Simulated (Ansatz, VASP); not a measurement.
# SiO2: VASP beside Ansatz

```
Si O
1.0
    -2.29212    2.29212    3.61479
     2.29212   -2.29212    3.61479
     2.29212    2.29212   -3.61479
Si O
2 4
Cartesian
  0.0000 0.0000 0.0000
  0.0000 2.2921 1.8074
  1.1461 2.8577 2.7111
  0.5656 1.1461 0.9037
  -1.1461 1.7265 2.7111
  -0.5656 3.4382 0.9037
```

Alike in both runs: task single point; functional PBEsol; k mesh 6 × 6 × 6; no spin polarisation.

```csv
,VASP,Ansatz
version,VASP 6.6.1,Ansatz 0.2.0
potentials or method,"VASP PAW PBE potentials, release 64 (Si, O), cutoff 520 eV","plane waves, PAW"
occupations,"gaussian, width 0.01 eV",fixed
valence electrons in the cell,32,32
```

|  | VASP | Ansatz | Ansatz less VASP |
| --- | --- | --- | --- |
| pressure (GPa) | 24.2 | 23.3 | -0.88 |
| traceless stress, the component that is largest in VASP (GPa) | -0.86 | -0.95 | -0.094 |

VASP's potentials were made for PBE, not for PBEsol.
